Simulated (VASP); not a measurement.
Crystal: SiO2.

```
Si O
1.0
     4.98200    0.00000    0.00000
     0.00000    4.98200    0.00000
     0.00000    0.00000    6.96300
Si O
4 8
Direct
  0.79897 0.20103 0.75000
  0.70103 0.70103 0.50000
  0.20103 0.79897 0.25000
  0.29897 0.29897 0.00000
  0.10347 0.23989 0.82187
  0.26011 0.60347 0.07187
  0.89653 0.76011 0.32187
  0.73989 0.39653 0.57187
  0.60347 0.26011 0.92813
  0.76011 0.89653 0.67813
  0.39653 0.73989 0.42813
  0.23989 0.10347 0.17813
```

| Property | Result |
| --- | --- |
| Program | VASP 6.6.1 |
| Task | relaxation of the atoms |
| Functional | PBE |
| Potentials or basis | VASP PAW PBE potentials, release 64 (Si, O) |
| Cutoff | 520 eV |
| k mesh | 5 × 5 × 3 |
| Occupations | fermi-dirac, width 0.05 eV |
| Spin | no spin polarisation |

At the start: pressure 6.4 GPa; volume 14.40 Å³/atom.

Question: Where does the relaxation end?

Answer: Over 21 steps the energy falls by 8.2 meV/atom at a fixed cell; space group P4_12_12 (No. 92, to 0.1 Å) before and after.

The path:
```tsv
step	energy change (eV)	largest force (eV/Å)	pressure (GPa)
1	0.0000	0.4053	6.43
2	-0.0259	0.5927	5.05
3	-0.0275	0.4869	5.30
4	-0.0491	0.3876	4.55
5	-0.0779	0.1636	2.34
6	-0.0815	0.1788	2.31
7	-0.0889	0.2232	2.20
8	-0.0883	0.3249	1.99
9	-0.0911	0.2649	2.10
10	-0.0934	0.1966	2.05
11	-0.0964	0.0659	1.91
12	-0.0964	0.0657	1.90
13	-0.0967	0.0621	1.86
14	-0.0974	0.0512	1.74
15	-0.0984	0.0321	1.49
16	-0.0988	0.0339	0.99
17	-0.0989	0.0241	1.16
18	-0.0989	0.0373	1.14
19	-0.0989	0.0139	1.15
20	-0.0989	0.0102	1.15
21	-0.0990	0.0029	1.15
```

Final structure:
```
Si O
1.0
     4.98200    0.00000    0.00000
     0.00000    4.98200    0.00000
     0.00000    0.00000    6.96300
Si O
4 8
Cartesian
  4.0069 0.9751 5.2222
  3.4661 3.4661 3.4815
  0.9751 4.0069 1.7408
  1.5159 1.5159 0.0000
  0.5689 1.1824 5.6841
  1.3086 3.0599 0.4619
  4.4131 3.7996 2.2026
  3.6734 1.9221 3.9434
  3.0599 1.3086 6.5011
  3.7996 4.4131 4.7604
  1.9221 3.6734 3.0196
  1.1824 0.5689 1.2789
```
